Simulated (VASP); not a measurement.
Input of a VASP 6.6.1 run:

File INCAR:

```
SYSTEM = Al2O3
PREC = Accurate
ENCUT = 520
EDIFF = 1E-7
ISMEAR = 0
SIGMA = 0.1
LREAL = .FALSE.
LASPH = .TRUE.
NELM = 100
ALGO = Normal
ISIF = 2
LWAVE = .FALSE.
LCHARG = .FALSE.
GGA = PE
IVDW = 12
NBANDS = 20
```

File KPOINTS:

```
Automatic mesh
0
G
  9 9 4
  0 0 0
```

File POSCAR:

```
Al2O3
1.0
    3.0174825440      0.0000000000      0.0000000000
   -1.5087412720      2.6132165386      0.0000000000
    0.0000000000      0.0000000000      7.5746360022
Al O
2 3
Direct
    0.0000000000      0.0000000000      0.2779510000
    0.0000000000      0.0000000000      0.7220490000
    0.3333333300      0.6666666700      0.1994540000
    0.6666666700      0.3333333300      0.8005460000
    0.0000000000      0.0000000000      0.5000000000
```

Potentials or basis: VASP PAW PBE potentials, release 64 (Al, O).

Run with:

```sh
$ cat potpaw_PBE.64/Al/POTCAR potpaw_PBE.64/O/POTCAR > POTCAR
$ mpirun -np 1 vasp_std > vasp.out
```

(1) What does it give for the pressure?

(2) Predict the dispersion energy per atom.

(3) What does it give for the largest force?

## Answers

(1) -2.9 GPa.

(2) -0.168 eV.

(3) 0.093 eV/Å.
